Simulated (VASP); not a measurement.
Write the native input for VASP 6.6.1 that does the following.

| Quantity | Value |
| --- | --- |
| Task | relaxation of the atoms |
| Functional | LDA |
| Potentials or basis | VASP PAW LDA potentials, release 64 (Be, C) |
| Cutoff | 520 eV |
| k mesh | 10 × 10 × 10 |
| Occupations | gaussian, width 0.01 eV |
| Spin | no spin polarisation |
| Dipole correction | no |
| Further INCAR settings | ALGO = Normal; EDIFF = 1e-07; IBRION = 2; EDIFFG = -0.002; NSW = 50 |

The structure of Be2C lies in POSCAR:

```
Be2C
1.0
    0.0106707707      2.1394895267      2.1394895267
    2.1394895267      0.0106707707      2.1394895267
    2.1394895267      2.1394895267      0.0106707707
Be C
2 1
Direct
    0.2500000000      0.2500000000      0.2500000000
    0.7500000000      0.7500000000      0.7500000000
    0.0000000000      0.0000000000      0.0000000000
```

This cell differs from its parent crystal: equal xy, yz and zx engineering shears of +0.5 %.

One way to write it, as run:

INCAR

```
SYSTEM = Be2C
  PREC = Accurate
  ENCUT = 520
  EDIFF = 1E-7
  ISMEAR = 0
  SIGMA = 0.01
  LREAL = .False.
  LASPH = .True.
  NELM = 120
  ALGO = Normal
  ISIF = 2
  LWAVE = .False.
  LCHARG = .False.
  GGA = CA
  IBRION = 2
  NSW = 50
  EDIFFG = -0.002
  GGA_COMPAT = .False.
  NELMIN = 4
```

KPOINTS

```
regular mesh
0
Gamma
  10 10 10
  0 0 0
```

Potentials or basis: VASP PAW LDA potentials, release 64 (Be, C).

Launch:

```console
$ cat potpaw_LDA.64/Be/POTCAR potpaw_LDA.64/C/POTCAR > POTCAR
$ mpirun -np 1 vasp_std > vasp.out
```

It gave:

```json
{
  "Energy gained by relaxing": "0.0 meV/atom",
  "Ionic steps": "3",
  "Pressure after relaxing": "0.7 GPa",
  "Band gap on the k mesh": "1.19 eV, indirect (least direct gap 3.98 eV)"
}
```

Caveat: the cell differs from its parent crystal (equal xy, yz and zx engineering shears of +0.5 %).

Run time: 9.3 s on 1 thread of Intel(R) Xeon(R) 6975P-C (Granite Rapids), on a shared host, peak memory 0.13 GiB.
